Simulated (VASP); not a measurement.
A run of VASP 6.6.1:

Contents of INCAR:

```
  PREC = Accurate
  ENCUT = 520
  EDIFF = 1E-6
  ISMEAR = 0
  SIGMA = 0.05
  LREAL = False
  LASPH = True
  NELM = 60
  ALGO = Normal
  ISIF = 2
  LWAVE = False
  LCHARG = False
  GGA = PE
  IVDW = 12
  NBANDS = 35
```

File KPOINTS:

```
regular mesh
0
Gamma
  8 6 6
```

Contents of POSCAR:

```
SnO2
1.0
    1.6186264610     -2.8035432689      0.0000000000
    1.6186264610      0.9345144230      4.2918257460
   -4.8558793830     -2.8035432689      0.0000000000
Sn O
2 4
Direct
    0.5084021856      0.3975445496     -0.0313574457
   -0.0084021856      0.6024554504      0.5313574457
    0.4960150187      0.7689116785      0.7962000588
    1.0039849813      0.6926884373      0.1909999798
    0.4960150187      0.3073115627      0.3090000202
    1.0039849813      0.2310883215      0.7037999412
```

Potentials or basis: VASP PAW PBE potentials, release 64 (Sn_d, O).

Run with:

```bash
$ cat potpaw_PBE.64/Sn_d/POTCAR potpaw_PBE.64/O/POTCAR > POTCAR
$ mpirun -np 1 vasp_std > vasp.out
```

Hardware: 1 thread of Intel(R) Xeon(R) 6975P-C (Granite Rapids) (shared host).

Problem. How long does it take, and how much memory?

Solution. Run time: 2.2 min on 1 thread of Intel(R) Xeon(R) 6975P-C (Granite Rapids), with other jobs on the host, peak memory 0.42 GiB. Counts: scf iterations 14, k points 148.
